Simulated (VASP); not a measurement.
# B3Pd in VASP: further runs

Runs on B3Pd. Level: PBE. Tasks: single point.

All numbers are computed with VASP 6.6.1; they aren't measurements. Logs are shortened: lines on timing, memory, paths and dates and some standing lists are left out, and cuts for length are marked.

## (1) The cell of the first run

Symmetry: P6/mmm, No. 191, hexagonal system. The conventional cell has a = 3.704 Å, b = 3.704 Å, c = 4.156 Å, α = 90.00°, β = 90.00°, γ = 120.00°. B (site symmetry -6m2) has 3 Pd at 2.14 Å and 3 B at 2.14 Å within 2.8 Å. B (site symmetry 6/mmm) has 2 Pd at 2.08 Å within 2.8 Å. Within 2.8 Å of Pd (site symmetry 6/mmm) lie 8 B at 2.08 to 2.14 Å.

## (2) Single point, PBE

The input, INCAR:

```
PREC = Accurate ; ENCUT = 500
EDIFF = 1E-6 ; ISMEAR = 0
SIGMA = 0.2 ; LREAL = False
LASPH = True ; NELM = 120
ALGO = Normal ; ISIF = 2
LWAVE = False ; LCHARG = False
GGA = PE ; NBANDS = 18
GGA_COMPAT = False
```

The input, KPOINTS:

```
regular mesh
0
Gamma
  6 6 5
```

The input, POSCAR:

```
B3Pd
1.0
    3.7035273038     -0.0000000031      0.0000000000
   -1.8517636492      3.2073487303      0.0000000000
    0.0000000000      0.0000000000      4.1562798856
B Pd
3 1
Direct
    0.3333333333      0.6666666667      0.5000000000
    0.6666666667      0.3333333333      0.5000000000
    0.0000000000      0.0000000000      0.0000000000
    0.0000000000      0.0000000000      0.5000000000
```

Potentials or basis: VASP PAW PBE potentials, release 64 (B, Pd).

On the command line:

```console
$ cat potpaw_PBE.64/B/POTCAR potpaw_PBE.64/Pd/POTCAR > POTCAR
$ mpirun -np 1 vasp_std > vasp.out
```

OUTCAR:

```text
PREC = Accurate
   ENCUT = 500
   EDIFF = 1E-6
   ISMEAR = 0
   LREAL = False
   LASPH = True
   NELM = 120
   ISIF = 2
   GGA = PE

 ion  position               nearest neighbor table
   1  0.333  0.667  0.500-   4 2.14   2 2.14   2 2.14   4 2.14   4 2.14   2 2.14
   2  0.667  0.333  0.500-   4 2.14   1 2.14   1 2.14   4 2.14   4 2.14   1 2.14
   3  0.000  0.000  0.000-   4 2.08   4 2.08
   4  0.000  0.000  0.500-   3 2.08   3 2.08   1 2.14   2 2.14   2 2.14   1 2.14   2 2.14   1 2.14

  LATTYP: Found a hexagonal cell.
 ALAT       =     3.7035273038
 C/A-ratio  =     1.1222490196

  Lattice vectors:

 A1 = (   3.7035273038,  -0.0000000031,   0.0000000000)
 A2 = (  -1.8517636492,   3.2073487303,   0.0000000000)
 A3 = (   0.0000000000,   0.0000000000,   4.1562798856)

Analysis of symmetry for initial positions (statically):
=====================================================================
 Subroutine PRICEL returns:
 Original cell was already a primitive cell.

 Routine SETGRP: Setting up the symmetry group for a
 hexagonal supercell.

 Subroutine GETGRP returns: Found 24 space group operations
 (whereof 24 operations were pure point group operations)
 out of a pool of 24 trial point group operations.

The static configuration has the point symmetry D_6h.

Analysis of symmetry for dynamics (positions and initial velocities):
=====================================================================
 Subroutine PRICEL returns:
 Original cell was already a primitive cell.

 Routine SETGRP: Setting up the symmetry group for a
 hexagonal supercell.

 Subroutine GETGRP returns: Found 24 space group operations
 (whereof 24 operations were pure point group operations)
 out of a pool of 24 trial point group operations.

The dynamic configuration has the point symmetry D_6h.

 Subroutine INISYM returns: Found 24 space group operations
 (whereof 24 operations are pure point group operations),
 and found     1 'primitive' translations

----------------------------------------------------------------------------------------

                                     Primitive cell

  volume of cell :      49.3704

  direct lattice vectors                    reciprocal lattice vectors
     3.703527304 -0.000000003  0.000000000     0.270012860  0.155891997  0.000000000
    -1.851763649  3.207348730  0.000000000     0.000000000  0.311783995  0.000000000
     0.000000000  0.000000000  4.156279886     0.000000000  0.000000000  0.240599774

  length of vectors
     3.703527304  3.703527304  4.156279886     0.311783995  0.311783995  0.240599774

  position of ions in fractional coordinates (direct lattice)
     0.333333333  0.666666667  0.500000000
     0.666666667  0.333333333  0.500000000
     0.000000000  0.000000000  0.000000000
     0.000000000  0.000000000  0.500000000

  ion indices of the primitive-cell ions
   primitive index   ion index
                 1           1
                 2           2
                 3           3
                 4           4

----------------------------------------------------------------------------------------

 KPOINTS: regular mesh

Automatic generation of k-mesh.
 Grid dimensions read from file:
 generate k-points for:    6    6    5

 Generating k-lattice:

  Cartesian coordinates                     Fractional coordinates (reciprocal lattice)
     0.045002143  0.025982000  0.000000000     0.166666667 -0.000000000  0.000000000
     0.000000000  0.051963999  0.000000000     0.000000000  0.166666667  0.000000000
     0.000000000  0.000000000  0.048119955     0.000000000  0.000000000  0.200000000

  Length of vectors
     0.051963999  0.051963999  0.048119955

  Shift w.r.t. Gamma in fractional coordinates (k-lattice)
     0.000000000  0.000000000  0.000000000

 Subroutine IBZKPT returns following result:
 ===========================================

 Found     21 irreducible k-points:

 Following reciprocal coordinates:
            Coordinates               Weight
  0.000000  0.000000  0.000000      1.000000
  0.166667  0.000000  0.000000      6.000000
  0.333333  0.000000  0.000000      6.000000
  0.500000  0.000000  0.000000      3.000000
  0.166667  0.166667  0.000000      6.000000
  0.333333  0.166667  0.000000     12.000000
[... 13 lines left out ...]
  0.333333  0.166667  0.400000     24.000000
  0.333333  0.333333  0.400000      4.000000
   k-points           NKPTS =     21   k-points in BZ     NKDIM =     21   number of bands    NBANDS=     18
   number of dos      NEDOS =    301   number of ions     NIONS =      4
   total plane-waves  NPLWV =  23520
   dimension x,y,z NGX =    28 NGY =   28 NGZ =   30
   dimension x,y,z NGXF=    56 NGYF=   56 NGZF=   60
   ions per type =               3   1
   NGX,Y,Z   is equivalent  to a cutoff of  12.57, 12.57, 12.00 a.u.
   NGXF,Y,Z  is equivalent  to a cutoff of  25.14, 25.14, 24.00 a.u.
 SYSTEM =  unknown system
   PREC   = accura    normal or accurate (medium, high low for compatibility)
   ISTART =      0    job   : 0-new  1-cont  2-samecut
   ICHARG =      2    charge: 1-file 2-atom 10-const
   ISPIN  =      1    spin polarized calculation?
   LNONCOLLINEAR =      F non collinear calculations
   LSORBIT =      F    spin-orbit coupling
   LASPH  =      T    aspherical Exc in radial PAW
   ENCUT  =  500.0 eV  36.75 Ry    6.06 a.u.   6.75  6.75  7.58*2*pi/ulx,y,z
   NELM   =    120;   NELMIN=  2; NELMDL= -5     # of ELM steps
   EDIFF  = 0.1E-05   stopping-criterion for ELM
   LREAL  =      F    real-space projection
   EDIFFG = 0.1E-04   stopping-criterion for IOM
   NSW    =      0    number of steps for IOM
   IBRION =     -1    ionic relax: 0-MD 1-quasi-New 2-CG
   NFREE  =      0    steps in history (QN), initial steepest desc. (CG)
   ISIF   =      2    stress and relaxation
   ISYM   =      2    0-nonsym 1-usesym 2-fastsym
   POTIM  = 0.5000    time-step for ionic-motion
   TEBEG  =    0.0;   TEEND  =   0.0 temperature during run
   PSTRESS=    0.0 pullay stress
   NELECT =      19.0000    total number of electrons
   NUPDOWN=      -1.0000    fix difference up-down
   EMIN   =  10.00;   EMAX   =-10.00  energy-range for DOS
   EFERMI =   0.00;   METHOD = LEGACY
   ISMEAR =     0;   SIGMA  =   0.20  broadening in eV -4-tet -1-fermi 0-gaus
   EFERMI_NEDOS =   21; number of points for ismear=-14 and -15
   IALGO  =     38    algorithm
   IMIX   =      4    mixing-type and parameters
     AMIX     =   0.40;   BMIX     =  1.00
     AMIX_MAG =   1.60;   BMIX_MAG =  1.00
  volume/ion in A,a.u.               =      12.34        83.29
  Fermi-wavevector in a.u.,A,eV,Ry     =   1.190796  2.250277 19.292979  1.417994
  Thomas-Fermi vector in A             =   2.326872
   LORBIT       =      0    0 simple, 1 ext, 2 COOP (PROOUT), +10 PAW based schemes
   GGA     = PE    functional components
   LHFCALC =     F    Hartree Fock is set to
   AEXX    =    0.0000 exact exchange contribution
   IVDW    =     0    specifies the selected vdW correction
   LEPSILON=     F    determine dielectric tensor
   LRPA    =     F    only Hartree local field effects (RPA)
 non-spin polarized calculation
 Gauss-broadening in eV      SIGMA  =   0.20
  energy-cutoff  :      500.00
  volume of cell :       49.37
 maximum number of plane-waves:      1270
 NGX is ok and might be reduce to    28

 number of electron      19.0000002 magnetization

 Free energy of the ion-electron system (eV)
  ---------------------------------------------------
  ext. energy  EPLUGINS =         0.00000000
  ---------------------------------------------------
  free energy    TOTEN  =       -19.50280200 eV

  energy without entropy =      -19.46092552  energy(sigma->0) =      -19.48186376

 E-fermi :   6.2564     XC(G=0): -10.7580

 val. band max:        6.2462557620   @ k =   0.1667   0.1667   0.4000
 cond. band min:       6.2755579735   @ k =   0.3333   0.3333   0.2000
 fundamental gap:      0.0293022116
 Fermi energy:         6.2564236779

 k-point     1 :       0.0000    0.0000    0.0000
  band No.  band energies     occupation
      1      -6.5009      2.00000
      2      -2.5336      2.00000
      3      -1.9814      2.00000
      4      -1.9814      2.00000
      5       1.1053      2.00000
      6       1.1053      2.00000
[... 10 lines left out ...]
     17      10.5931      0.00000
     18      13.4680      0.00000

 k-point     2 :       0.1667    0.0000    0.0000
  band No.  band energies     occupation
      1      -6.1175      2.00000
      2      -2.4445      2.00000
      3      -2.1643      2.00000
      4      -1.6442      2.00000
      5       0.5535      2.00000
      6       1.0719      2.00000
[... 10 lines left out ...]
     17      11.9959      0.00000
     18      14.6727      0.00000

 k-point     3 :       0.3333    0.0000    0.0000
  band No.  band energies     occupation
      1      -5.0565      2.00000
      2      -2.6145      2.00000
      3      -2.2602      2.00000
      4      -0.6867      2.00000
      5       0.0815      2.00000
      6       1.0061      2.00000
[... 10 lines left out ...]
     17      14.3336      0.00000
     18      16.3577      0.00000

 k-point     4 :       0.5000    0.0000    0.0000
  band No.  band energies     occupation
      1      -3.9873      2.00000
      2      -3.1882      2.00000
      3      -2.2072      2.00000
      4      -0.0715      2.00000
      5       0.3272      2.00000
      6       0.5024      2.00000
[... 312 lines left out ...]
      4      -0.9631      2.00000
      5      -0.5999      2.00000
      6       0.5045      2.00000
[... 10 lines left out ...]
     17      13.9455      0.00000
     18      17.1616      0.00000

 k-point    20 :       0.3333    0.1667    0.4000
  band No.  band energies     occupation
      1      -3.7535      2.00000
      2      -2.6667      2.00000
      3      -1.2262      2.00000
      4      -0.7141      2.00000
      5      -0.0226      2.00000
      6       0.1997      2.00000
[... 10 lines left out ...]
     17      14.7958      0.00000
     18      17.9958      0.00000

 k-point    21 :       0.3333    0.3333    0.4000
  band No.  band energies     occupation
      1      -2.7567      2.00000
      2      -2.7567      2.00000
      3      -1.3650      2.00000
      4      -0.8729      2.00000
      5      -0.3674      2.00000
      6      -0.3674      2.00000
[... 10 lines left out ...]
     17      14.0730      0.00000
     18      17.6230      0.00000

------------------------ aborting loop because EDIFF is reached ----------------------------------------

  FORCE on cell =-STRESS in cart. coord.  units (eV):
  Direction    XX          YY          ZZ          XY          YZ          ZX
  --------------------------------------------------------------------------------------
  -------------------------------------------------------------------------------------
  Total        0.1162694      0.1162694      0.1809832      0.0000000      0.0000000      0.0000000
  in kB        3.7731963      3.7731963      5.8733020      0.0000000      0.0000000      0.0000000
  external PRESSURE =       4.4732316 kB  Pullay stress =       0.0000000 kB

 VOLUME and BASIS-vectors are now :
 -----------------------------------------------------------------------------
  energy-cutoff  :      500.00
  volume of cell :       49.37
      direct lattice vectors                 reciprocal lattice vectors
     3.703527304 -0.000000003  0.000000000     0.270012860  0.155891997  0.000000000
    -1.851763649  3.207348730  0.000000000     0.000000000  0.311783995  0.000000000
     0.000000000  0.000000000  4.156279886     0.000000000  0.000000000  0.240599774

 POSITION                                       TOTAL-FORCE (eV/Angst)
 -----------------------------------------------------------------------------------
      0.00000      2.13823      2.07814        -0.000000     -0.000000      0.000000
      1.85176      1.06912      2.07814         0.000000      0.000000     -0.000000
      0.00000      0.00000      0.00000        -0.000000      0.000000     -0.000000
      0.00000      0.00000      2.07814        -0.000000      0.000000     -0.000000
 -----------------------------------------------------------------------------------
    total drift:                               -0.000000      0.000000     -0.000000

  FREE ENERGIE OF THE ION-ELECTRON SYSTEM (eV)
  ---------------------------------------------------
  free  energy   TOTEN  =       -19.5028019990 eV

  energy  without entropy=      -19.4609255209  energy(sigma->0) =      -19.48186376
```

Run time: 24 s. Hardware: 1 thread of AMD EPYC 7R13, shared host; peak memory 0.14 GiB.

Results:

| Item | Value |
| --- | --- |
| Free energy | -19.5028 eV |
| Pressure | 0.4 GPa |

Stress tensor (GPa, compression positive):
```
0.38 0.00 0.00
0.00 0.38 0.00
0.00 0.00 0.59
```

## (3) Single point, PBE

This run uses another cell than the first one: it holds 8 atoms, not 4.

The input, INCAR:

```
SYSTEM = B3Pd
  ALGO = Normal
  EDIFF = 1E-6
  ENCUT = 500
  GGA = PE
  GGA_COMPAT = .FALSE.
  ISIF = 2
  ISMEAR = 0
  LASPH = .TRUE.
  LCHARG = .FALSE.
  LREAL = .FALSE.
  LWAVE = .FALSE.
  NBANDS = 29
  NELM = 120
  PREC = Accurate
  SIGMA = 0.2
```

The input, KPOINTS:

```
k-points
0
G
  5 5 3
  0 0 0
```

The input, POSCAR:

```
B3Pd
1.0
    3.5055342474     -0.0000000025      0.0000000000
   -1.7527671215      3.0358817133      0.0000000000
    0.0000000000      0.0000000000      6.6981117804
B Pd
6 2
Direct
    0.5000000000      0.0000000000      0.2499877345
    0.0000000000      0.5000000000      0.2499877345
    0.5000000000      0.5000000000      0.2499877345
    0.0000000000      0.5000000000      0.7500122655
    0.5000000000      0.0000000000      0.7500122655
    0.5000000000      0.5000000000      0.7500122655
    0.0000000000      0.0000000000      0.0000000000
    0.0000000000      0.0000000000      0.5000000000
```

Potentials or basis: VASP PAW PBE potentials, release 64 (B, Pd).

On the command line:

```console
$ cat potpaw_PBE.64/B/POTCAR potpaw_PBE.64/Pd/POTCAR > POTCAR
$ mpirun -np 1 vasp_std > vasp.out
```

It took 13 s on 1 thread of Intel Xeon 6975P-C (Granite Rapids), shared host; peak memory 0.18 GiB.

It converged, with:

| Property | Result |
| --- | --- |
| Free energy | -48.4245 eV |
| Pressure | 0.0 GPa |
| Band gap on the k mesh | zero (band 19 reaches 10.56 eV, above the bottom of band 20 at 8.93 eV) |

Stress tensor (GPa, compression positive):
```
-0.13  0.00  0.00
 0.00 -0.13  0.00
 0.00  0.00  0.37
```

Levels at points of the mesh, in eV from the Fermi level:
```
           k point  band 17  band 18  band 19  band 20  band 21  band 22
(0.00, 0.00, 0.00)    -3.18    -2.92     1.60     1.60     2.55     2.55
```

Caveat: the k points lie up to 0.41 Å⁻¹ apart.

## (4) Single point, PBE

This run uses another cell than the first one, of 14.04 Å³/atom, 1.137 times its volume.

The input, INCAR:

```
PREC     = Accurate       # precision mode
ENCUT    = 500            # plane-wave cutoff, eV
EDIFF    = 1E-6           # SCF threshold, eV
ISMEAR   = 0              # smearing method
SIGMA    = 0.2            # smearing width, eV
LREAL    = F              # projectors in reciprocal space
LASPH    = T              # aspherical terms in the spheres
NELM     = 120            # most SCF steps
ALGO     = Normal         # electronic algorithm
ISIF     = 2              # what is computed and relaxed
LWAVE    = F              # write WAVECAR
LCHARG   = F              # write CHGCAR
GGA      = PE             # functional
NBANDS   = 18             # bands
GGA_COMPAT= F
```

The input, KPOINTS:

```
Automatic mesh
0
Gamma
  6 6 6
```

The input, POSCAR:

```
B3Pd
1.0
    4.0667466736      0.0000000000      0.0000000000
   -2.0333733368      3.5219059301      0.0000000000
    0.0000000000      0.0000000000      3.9204431292
B Pd
3 1
Direct
    0.5000673665      0.0000000000      0.5000000000
    0.0000000000      0.5000673665      0.5000000000
    0.4999326335      0.4999326335      0.5000000000
    0.0000000000      0.0000000000      0.5000000000
```

On the command line:

```console
$ cat potpaw_PBE.64/B/POTCAR potpaw_PBE.64/Pd/POTCAR > POTCAR
$ mpirun -np 1 vasp_std > vasp.out
```

It took 13 s on 1 thread of Intel Xeon 6975P-C (Granite Rapids), shared host; peak memory 0.18 GiB.

Results (log left out):

| Property | Result |
| --- | --- |
| Free energy | -22.2712 eV |
| Pressure | 0.1 GPa |
| Largest force | 0.007 eV/Å |

Forces on the atoms (eV/Å):
```
B   -0.007  0.000  0.000
B    0.004 -0.006  0.000
B    0.004  0.006  0.000
Pd   0.000  0.000  0.000
```

Levels at points of the mesh, in eV from the Fermi level:
```csv
k point,band 6,band 7,band 8,band 9,band 10,band 11,band 12,band 13,band 14,band 15
"(0.00, 0.00, 0.00)",-3.95,-3.82,-2.65,-2.65,-2.43,3.56,3.56,4.55,4.55,5.08
"(0.50, 0.00, 0.00)",-4.18,-3.89,-3.33,-1.01,0.85,1.80,4.43,5.29,5.52,7.27
"(0.00, 0.00, 0.50)",-4.08,-4.08,-2.88,-2.51,-2.51,3.63,3.63,3.96,3.96,7.44
"(0.50, 0.00, 0.50)",-4.37,-3.64,-2.42,-1.06,-0.73,0.54,4.30,4.94,5.60,5.76
```

## (5) Single point, PBE

This run uses another cell than the first one, of 13.80 Å³/atom, 1.118 times its volume.

The input, INCAR:

```
SYSTEM = B3Pd
PREC = Accurate
ENCUT = 500
EDIFF = 1E-6
ISMEAR = 0
SIGMA = 0.2
LREAL = .False.
LASPH = .True.
NELM = 120
ALGO = Normal
ISIF = 2
LWAVE = .False.
LCHARG = .False.
GGA = PE
NBANDS = 18
GGA_COMPAT = .False.
```

The input, KPOINTS:

```
Automatic mesh
0
Gamma
  6 6 6
  0 0 0
```

The input, POSCAR:

```
B3Pd
1.0
    4.0661701828     -0.0000000032      0.0000000000
   -2.0330850886      3.5214066760      0.0000000000
    0.0000000000      0.0000000000      3.8558721564
B Pd
3 1
Direct
    0.4999903024      0.0000000000      0.0000000000
    0.0000000000      0.4999903024      0.0000000000
    0.5000096976      0.5000096976      0.0000000000
    0.0000000000      0.0000000000      0.0000000000
```

On the command line:

```console
$ cat potpaw_PBE.64/B/POTCAR potpaw_PBE.64/Pd/POTCAR > POTCAR
$ mpirun -np 1 vasp_std > vasp.out
```

Run time: 13 s. Hardware: 1 thread of Intel Xeon 6975P-C (Granite Rapids), shared host; peak memory 0.17 GiB.

Results (log left out):

```yaml
Free_energy: -22.2699 eV
Pressure: 0.3 GPa
```

Stress tensor (GPa, compression positive):
```
0.24 0.00 0.00
0.00 0.24 0.00
0.00 0.00 0.33
```

Levels at points of the mesh, in eV from the Fermi level:
```tsv
k point	band 6	band 7	band 8	band 9	band 10	band 11	band 12	band 13	band 14	band 15
(0.00, 0.00, 0.00)	-3.94	-3.86	-2.67	-2.67	-2.35	3.53	3.53	4.60	4.60	5.18
(0.50, 0.00, 0.00)	-4.17	-3.91	-3.39	-1.02	0.93	1.85	4.42	5.34	5.51	7.35
(0.00, 0.00, 0.50)	-4.10	-4.10	-2.84	-2.51	-2.51	3.58	3.58	3.98	3.98	7.54
(0.50, 0.00, 0.50)	-4.39	-3.63	-2.39	-1.13	-0.71	0.50	4.25	4.96	5.55	5.77
```

## (6) Summary

```tsv
cell	k mesh	gap on the mesh (eV)	pressure (GPa)
a = 3.704, b = 3.704, c = 4.156 Å, angles 90.0, 90.0, 120.0°, 4 atoms	6 × 6 × 5	none	0.4
a = 3.506, b = 3.506, c = 6.698 Å, angles 90.0, 90.0, 120.0°, 8 atoms	5 × 5 × 3	none	0.0
a = 4.067, b = 4.067, c = 3.920 Å, angles 90.0, 90.0, 120.0°, 4 atoms	6 × 6 × 6	none	0.1
a = 4.066, b = 4.066, c = 3.856 Å, angles 90.0, 90.0, 120.0°, 4 atoms	6 × 6 × 6	none	0.3
```

Alike in all rows: task single point; level PBE; potentials or basis VASP PAW PBE potentials, release 64 (B, Pd); no spin polarisation; cutoff (eV) 500; smearing gaussian 0.2 eV.

Caveats: some runs use coarse meshes.

Total energies depend on the potentials used, so only differences within one code and one set of settings carry meaning.
